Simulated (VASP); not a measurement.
# MgZn4Te (F-43m) in VASP: relaxation of cell and atoms with PBE

Aim: the relaxation of cell and atoms of MgZn4Te with PBE.

All numbers are computed with VASP 6.6.1; they aren't measurements. Logs are shortened: lines on timing, memory, paths and dates and some standing lists are left out, and cuts for length are marked.

## (1) The cell of the first run

Symmetry: F-43m, No. 216, cubic system. Conventional cell: a = 7.619 Å, b = 7.619 Å, c = 7.619 Å, α = 90.00°, β = 90.00°, γ = 90.00°. Within 4.2 Å of Mg (site symmetry -43m) lie 12 Zn at 3.16 Å and 4 Te at 3.30 Å. Within 3.5 Å of Zn (site symmetry 3m) lie 6 Zn at 2.66 to 2.73 Å and 3 Te at 3.15 Å and 3 Mg at 3.16 Å. Within 4.2 Å of Te (site symmetry -43m) lie 12 Zn at 3.15 Å and 4 Mg at 3.30 Å.

The cell was built from a structure type or drawn by symmetry, and may not be a known phase.

## (2) Relaxation of cell and atoms, PBE

File INCAR:

```
ALGO = Fast
EDIFF = 1E-6
EDIFFG = -0.01
ENCUT = 600
GGA = PE
IBRION = 2
ISIF = 3
ISMEAR = 0
LASPH = T
LCHARG = F
LREAL = F
LWAVE = F
NELM = 100
NSW = 100
PREC = Accurate
SIGMA = 0.1
```

File KPOINTS:

```
k-points
0
Gamma
  8 8 8
```

File POSCAR:

```
MgZn4Te
1.0
    0.0000000000      3.8096330100      3.8096330100
    3.8096330100      0.0000000000      3.8096330100
    3.8096330100      3.8096330100      0.0000000000
Mg Zn Te
1 4 1
Direct
    0.0000000000      0.0000000000      0.0000000000
    0.1303413500      0.6232195500      0.6232195500
    0.6232195500      0.1303413500      0.6232195500
    0.6232195500      0.6232195500      0.6232195500
    0.6232195500      0.6232195500      0.1303413500
    0.2500000000      0.2500000000      0.2500000000
```

Potentials or basis: VASP PAW PBE potentials, release 64 (Mg, Zn, Te).

Command:

```sh
cat potpaw_PBE.64/Mg/POTCAR potpaw_PBE.64/Zn/POTCAR potpaw_PBE.64/Te/POTCAR > POTCAR
mpirun -np 1 vasp_std > vasp.out
```

OUTCAR:

```text
EDIFF = 1E-6
   EDIFFG = -0.01
   ENCUT = 600
   GGA = PE
   IBRION = 2
   ISIF = 3
   ISMEAR = 0
   LASPH = T
   LREAL = F
   NELM = 100
   NSW = 100
   PREC = Accurate

 ion  position               nearest neighbor table
   1  0.000  0.000  0.000-   2 3.16   3 3.16   5 3.16   4 3.16   4 3.16   4 3.16   2 3.16   3 3.16
                             5 3.16   2 3.16   3 3.16   5 3.16   6 3.30   6 3.30   6 3.30   6 3.30
   2  0.130  0.623  0.623-   3 2.66   4 2.66   5 2.66   3 2.73   5 2.73   4 2.73   6 3.15   6 3.15
                             6 3.15   1 3.16   1 3.16   1 3.16
   3  0.623  0.130  0.623-   2 2.66   4 2.66   5 2.66   2 2.73   5 2.73   4 2.73   6 3.15   6 3.15
                             6 3.15   1 3.16   1 3.16   1 3.16
   4  0.623  0.623  0.623-   2 2.66   3 2.66   5 2.66   2 2.73   3 2.73   5 2.73   6 3.15   6 3.15
                             6 3.15   1 3.16   1 3.16   1 3.16
   5  0.623  0.623  0.130-   2 2.66   3 2.66   4 2.66   3 2.73   2 2.73   4 2.73   6 3.15   6 3.15
                             6 3.15   1 3.16   1 3.16   1 3.16
   6  0.250  0.250  0.250-   2 3.15   3 3.15   2 3.15   5 3.15   3 3.15   5 3.15   4 3.15   4 3.15
                             4 3.15   3 3.15   2 3.15   5 3.15   1 3.30   1 3.30   1 3.30   1 3.30

  LATTYP: Found a face centered cubic cell.
 ALAT       =     7.6192660200

  Lattice vectors:

 A1 = (   0.0000000000,   3.8096330100,   3.8096330100)
 A2 = (   3.8096330100,   0.0000000000,   3.8096330100)
 A3 = (   3.8096330100,   3.8096330100,   0.0000000000)

Analysis of symmetry for initial positions (statically):
=====================================================================
 Subroutine PRICEL returns:
 Original cell was already a primitive cell.

 Routine SETGRP: Setting up the symmetry group for a
 face centered cubic supercell.

 Subroutine GETGRP returns: Found 24 space group operations
 (whereof 24 operations were pure point group operations)
 out of a pool of 48 trial point group operations.

The static configuration has the point symmetry T_d .

Analysis of symmetry for dynamics (positions and initial velocities):
=====================================================================
 Subroutine PRICEL returns:
 Original cell was already a primitive cell.

 Routine SETGRP: Setting up the symmetry group for a
 face centered cubic supercell.

 Subroutine GETGRP returns: Found 24 space group operations
 (whereof 24 operations were pure point group operations)
 out of a pool of 48 trial point group operations.

The dynamic configuration has the point symmetry T_d .

 Subroutine INISYM returns: Found 24 space group operations
[... 112 lines left out ...]
   ISYM   =      2    0-nonsym 1-usesym 2-fastsym
   POTIM  = 0.5000    time-step for ionic-motion
   TEBEG  =    0.0;   TEEND  =   0.0 temperature during run
   PSTRESS=    0.0 pullay stress
   NELECT =      56.0000    total number of electrons
   NUPDOWN=      -1.0000    fix difference up-down
   EMIN   =  10.00;   EMAX   =-10.00  energy-range for DOS
   EFERMI =   0.00;   METHOD = LEGACY
   ISMEAR =     0;   SIGMA  =   0.10  broadening in eV -4-tet -1-fermi 0-gaus
   EFERMI_NEDOS =   21; number of points for ismear=-14 and -15
   IALGO  =     68    algorithm
   IMIX   =      4    mixing-type and parameters
     AMIX     =   0.40;   BMIX     =  1.00
     AMIX_MAG =   1.60;   BMIX_MAG =  1.00
  volume/ion in A,a.u.               =      18.43       124.37
  Fermi-wavevector in a.u.,A,eV,Ry     =   1.304901  2.465906 23.167561  1.702768
  Thomas-Fermi vector in A             =   2.435806
   LORBIT       =      0    0 simple, 1 ext, 2 COOP (PROOUT), +10 PAW based schemes
   GGA     = PE    functional components
   LHFCALC =     F    Hartree Fock is set to
   AEXX    =    0.0000 exact exchange contribution
   IVDW    =     0    specifies the selected vdW correction
   LEPSILON=     F    determine dielectric tensor
   LRPA    =     F    only Hartree local field effects (RPA)
 conjugate gradient relaxation of ions
 non-spin polarized calculation
 RMM-DIIS sequential band-by-band and
 Gauss-broadening in eV      SIGMA  =   0.10
  energy-cutoff  :      600.00
  volume of cell :      110.58
 maximum number of plane-waves:      3716
 NGX is ok and might be reduce to    48
   NGX = 21   NGY = 21   NGZ = 21

--------------------------------------- Ionic step        1  -------------------------------------------

 number of electron      56.0000000 magnetization

 Free energy of the ion-electron system (eV)
  ---------------------------------------------------
  ext. energy  EPLUGINS =         0.00000000
  ---------------------------------------------------
  free energy    TOTEN  =        -8.58279651 eV

  energy without entropy =       -8.56952656  energy(sigma->0) =       -8.57616154

------------------------ aborting loop because EDIFF is reached ----------------------------------------

  FORCE on cell =-STRESS in cart. coord.  units (eV):
  Direction    XX          YY          ZZ          XY          YZ          ZX
  --------------------------------------------------------------------------------------
  -------------------------------------------------------------------------------------
  Total        1.2157261      1.2157261      1.2157261      0.0000000      0.0000000      0.0000000
  in kB       17.6143618     17.6143618     17.6143618      0.0000000      0.0000000      0.0000000
  external PRESSURE =      17.6143618 kB  Pullay stress =       0.0000000 kB
[... 227 lines left out ...]
--------------------------------------- Ionic step        7  -------------------------------------------

 number of electron      55.9999996 magnetization

 Free energy of the ion-electron system (eV)
  ---------------------------------------------------
  ext. energy  EPLUGINS =         0.00000000
  ---------------------------------------------------
  free energy    TOTEN  =        -8.63499270 eV

  energy without entropy =       -8.62197481  energy(sigma->0) =       -8.62848376

 E-fermi :   4.4197     XC(G=0): -10.4984

 val. band max:        4.3826753006   @ k =   0.5000   0.1250   0.0000
 cond. band min:       4.4449700048   @ k =   0.3750   0.2500   0.0000
 fundamental gap:      0.0622947043
 Fermi energy:         4.4196561421

 k-point     1 :       0.0000    0.0000    0.0000
  band No.  band energies     occupation
      1      -8.1162      2.00000
      2      -4.2257      2.00000
      3      -3.6162      2.00000
      4      -3.6162      2.00000
      5      -3.6162      2.00000
      6      -3.4351      2.00000
[... 853 lines left out ...]
     32       7.4507      0.00000
     33       8.5757      0.00000

 [... further k-points ...]
[... 5 lines left out ...]
  --------------------------------------------------------------------------------------
  -------------------------------------------------------------------------------------
  Total        0.0297509      0.0297509      0.0297509      0.0000000      0.0000000      0.0000000
  in kB        0.4186981      0.4186981      0.4186981      0.0000000      0.0000000      0.0000000
  external PRESSURE =       0.4186981 kB  Pullay stress =       0.0000000 kB
[... 21 lines left out ...]
  FREE ENERGIE OF THE ION-ELECTRON SYSTEM (eV)
  ---------------------------------------------------
  free  energy   TOTEN  =        -8.6349927045 eV

  energy  without entropy=       -8.6219748117  energy(sigma->0) =       -8.62848376

 reached required accuracy - stopping structural energy minimisation
```

OSZICAR:

```text
N       E                     dE             d eps       ncg     rms          rms(c)
DAV:   1     0.365079996107E+03    0.36508E+03   -0.29233E+04  1914   0.244E+03
DAV:   2     0.178023999013E+02   -0.34728E+03   -0.34239E+03  1914   0.455E+02
DAV:   3    -0.840497326658E+01   -0.26207E+02   -0.25947E+02  2161   0.128E+02
DAV:   4    -0.896568830374E+01   -0.56072E+00   -0.55390E+00  2077   0.166E+01
[... 68 lines left out ...]
RMM:   2    -0.863516460808E+01    0.13561E-02   -0.83050E-03  1916   0.874E-01    0.103E-01
RMM:   3    -0.863505350995E+01    0.11110E-03   -0.47547E-04  1917   0.189E-01    0.541E-02
RMM:   4    -0.863499933493E+01    0.54175E-04   -0.12177E-04  1929   0.781E-02    0.199E-02
RMM:   5    -0.863499300841E+01    0.63265E-05   -0.41065E-05  1916   0.691E-02    0.111E-02
RMM:   6    -0.863499270451E+01    0.30389E-06   -0.86083E-06  1728   0.235E-02
   7 F= -.86349927E+01 E0= -.86284838E+01  d E =-.400128E-02
```

It took 25 min on 1 thread of Intel Xeon 8259CL, shared host; peak memory 0.42 GiB.

What came out:

- Free energy: -8.6350 eV
- Relaxed volume: 18.97 Å³/atom
- Relaxed cell: a = 5.440 Å, b = 5.440 Å, c = 5.440 Å, α = 60.00°, β = 60.00°, γ = 60.00°
- Space group after relaxing (to 0.1 Å): F-43m (No. 216)
- Energy gained by relaxing: 8.7 meV/atom
- Ionic steps: 7
- Pressure after relaxing: 0.0 GPa
- Band gap on the k mesh: zero (bands 28 and 29 overlap by 2.03 eV)

The path:
| step | energy change (eV) | largest force (eV/Å) | pressure (GPa) | volume (Å³) |
| --- | --- | --- | --- | --- |
| 1 | 0.0000 | 0.4474 | 1.76 | 110.58 |
| 2 | -0.0454 | 0.1837 | 0.11 | 113.86 |
| 3 | -0.0482 | 0.1018 | -0.49 | 115.07 |
| 4 | -0.0482 | 0.1089 | -0.46 | 114.97 |
| 5 | -0.0517 | 0.0400 | -0.19 | 114.25 |
| 6 | -0.0521 | 0.0171 | 0.08 | 113.68 |
| 7 | -0.0522 | 0.0015 | 0.04 | 113.84 |

Final structure:
```
CELL_PARAMETERS angstrom
0.00000 3.84674 3.84674
3.84674 0.00000 3.84674
3.84674 3.84674 0.00000
ATOMIC_POSITIONS crystal
Mg 0.00000 0.00000 0.00000
Zn 0.12130 0.62623 0.62623
Zn 0.62623 0.12130 0.62623
Zn 0.62623 0.62623 0.62623
Zn 0.62623 0.62623 0.12130
Te 0.25000 0.25000 0.25000
```

Levels at points of the mesh, in eV from the Fermi level:
```csv
k point,band 24,band 25,band 26,band 27,band 28,band 29,band 30,band 31,band 32,band 33
"(0.00, 0.00, 0.00)",-3.57,-3.57,-2.14,-1.01,-1.01,-1.01,0.72,0.72,0.72,0.72
"(0.50, 0.00, 0.00)",-3.88,-3.88,-2.57,-1.85,-1.85,0.57,2.00,2.00,2.48,3.17
"(0.50, 0.50, 0.00)",-4.88,-4.88,-3.38,1.02,1.02,1.04,1.22,3.49,3.77,4.11
```

Caveat: spin-orbit coupling is left out, which moves the levels of the heavy elements.
